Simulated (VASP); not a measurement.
Wanted: the native input for a VASP 6.6.1 run.

- Task: single point
- Functional: PBEsol
- Potentials or basis: VASP PAW PBE potentials, release 64 (Cs_sv, Br)
- Cutoff: 500 eV
- k mesh: 10 × 10 × 10
- Occupations: fermi-dirac, width 0.08 eV
- Spin: no spin polarisation
- Dipole correction: no
- Further INCAR settings: ALGO = Normal; EDIFF = 1e-06; NBANDS = 15

The structure of CsBr lies in POSCAR:

```
CsBr
1.0
    4.2401720674      0.0000000000      0.0000000000
    0.0000000000      4.2401720674      0.0000000000
    0.0000000000      0.0000000000      4.2401720674
Cs Br
1 1
Direct
    0.0000000000      0.0000000000      0.0000000000
    0.5000000000      0.5000000000      0.5000000000
```

These files were run (other wordings do the same):

INCAR

```
SYSTEM = CsBr
PREC = Accurate
ENCUT = 500
EDIFF = 1E-6
ISMEAR = -1
SIGMA = 0.08
LREAL = .False.
LASPH = .True.
NELM = 120
ALGO = Normal
ISIF = 2
LWAVE = .False.
LCHARG = .False.
GGA = PS
NBANDS = 15
GGA_COMPAT = .False.
```

KPOINTS

```
Automatic mesh
0
Gamma
  10 10 10
  0 0 0
```

Potentials or basis: VASP PAW PBE potentials, release 64 (Cs_sv, Br).

Command:

```sh
$ cat potpaw_PBE.64/Cs_sv/POTCAR potpaw_PBE.64/Br/POTCAR > POTCAR
$ mpirun -np 1 vasp_std > vasp.out
```

It gave:

The pressure is 0.1 GPa and the band gap on the k mesh is 4.44 eV.

Caveat: the PAW data sets were made with another functional, which shifts forces and pressure a little; spin-orbit coupling is left out, which moves the levels of the heavy elements.

Wall time 36 s on 1 thread of Oxide Virtual Turin-like Processor, with other jobs on the host, peak memory 0.18 GiB.
